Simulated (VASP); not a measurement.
Wanted: the native input for a VASP 6.6.1 run.

| Property | Result |
| --- | --- |
| Task | single point |
| Functional | r2SCAN |
| Potentials or basis | VASP PAW PBE potentials, release 64 (Ga_d, As) |
| Cutoff | 520 eV |
| k mesh | 8 × 8 × 8 |
| Occupations | gaussian, width 0.01 eV |
| Spin | no spin polarisation |
| Dipole correction | no |
| Further INCAR settings | ALGO = Normal; EDIFF = 1e-07; NBANDS = 16 |

GaAs:

```
CELL_PARAMETERS angstrom
0.00000 2.69695 2.69695
2.69695 0.00000 2.69695
2.69695 2.69695 0.00000
ATOMIC_POSITIONS crystal
Ga 0.00000 0.00000 0.00000
As 0.75000 0.75000 0.75000
```

These files were run (other wordings do the same):

POSCAR

```
GaAs
1.0
    0.0000000000      2.6969543542      2.6969543542
    2.6969543542      0.0000000000      2.6969543542
    2.6969543542      2.6969543542      0.0000000000
Ga As
1 1
Direct
    0.0000000000      0.0000000000      0.0000000000
    0.7500000000      0.7500000000      0.7500000000
```

INCAR.step1

```
PREC = Accurate
ENCUT = 520
ISMEAR = 0
SIGMA = 0.01
LREAL = False
LASPH = True
NELM = 60
NBANDS = 16
GGA = PE
ALGO = Normal
EDIFF = 1E-4
LWAVE = True
LCHARG = False
```

INCAR.step2

```
PREC = Accurate
ENCUT = 520
EDIFF = 1E-7
ISMEAR = 0
SIGMA = 0.01
LREAL = False
LASPH = True
NELM = 60
ALGO = Normal
ISIF = 2
LWAVE = False
LCHARG = False
METAGGA = R2SCAN
LMIXTAU = True
NBANDS = 16
ISTART = 1
```

KPOINTS

```
Automatic mesh
0
Gamma
  8 8 8
```

Potentials or basis: VASP PAW PBE potentials, release 64 (Ga_d, As).

Launch:

```sh
$ cat potpaw_PBE.64/Ga_d/POTCAR potpaw_PBE.64/As/POTCAR > POTCAR
$ cp INCAR.step1 INCAR
$ mpirun -np 1 vasp_std > vasp.out
$ cp INCAR.step2 INCAR
$ mpirun -np 1 vasp_std > vasp.out
```

It gave:

The pressure is 15.2 GPa and the band gap on the k mesh is 1.46 eV (least direct gap 2.18 eV).

Caveat: the cell stands under pressure; the PAW data sets were made with another functional, which shifts forces and pressure a little.

Wall time 42 s on 1 thread of Intel(R) Xeon(R) 6975P-C (Granite Rapids), with other jobs on the host, peak memory 0.17 GiB.
